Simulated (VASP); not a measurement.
Write the native input for VASP 6.6.1 that does the following.

| Quantity | Value |
| --- | --- |
| Task | single point |
| Functional | PBE |
| Potentials or basis | VASP PAW PBE potentials, release 64 (Sc_sv) |
| Cutoff | 520 eV |
| k mesh | 14 × 14 × 14 |
| Occupations | gaussian, width 0.1 eV |
| Spin | no spin polarisation |
| Dipole correction | no |
| Further INCAR settings | ALGO = Normal; EDIFF = 1e-07; NBANDS = 12 |

The structure of Sc lies in POSCAR:

```
Sc
1.0
    0.0000000000      2.2692285200      2.2692285200
    2.0648835200      0.0000000000      2.2692285200
    2.0648835200      2.2692285200      0.0000000000
Sc
1
Direct
    0.0000000000      0.0000000000      0.0000000000
```

This cell differs from its parent crystal: strained.

One way to write it, as run:

INCAR

```
SYSTEM = Sc
  ALGO = Normal
  EDIFF = 1E-7
  ENCUT = 520
  GGA = PE
  ISIF = 2
  ISMEAR = 0
  LASPH = .TRUE.
  LCHARG = .TRUE.
  LELF = .TRUE.
  LREAL = .FALSE.
  LVHAR = .TRUE.
  LWAVE = .FALSE.
  NBANDS = 12
  NELM = 80
  PREC = Accurate
  SIGMA = 0.1
```

KPOINTS

```
k-points
0
G
  14 14 14
  0 0 0
```

Potentials or basis: VASP PAW PBE potentials, release 64 (Sc_sv).

Command:

```sh
$ cat potpaw_PBE.64/Sc_sv/POTCAR > POTCAR
$ mpirun -np 1 vasp_std > vasp.out
```

Results of the run:

- Pressure: 9.6 GPa

Caveat: the cell differs from its parent crystal (strained).

It took 50 s on 1 thread of AMD EPYC 9R45 (Zen 5), on a shared host, peak memory 0.15 GiB.
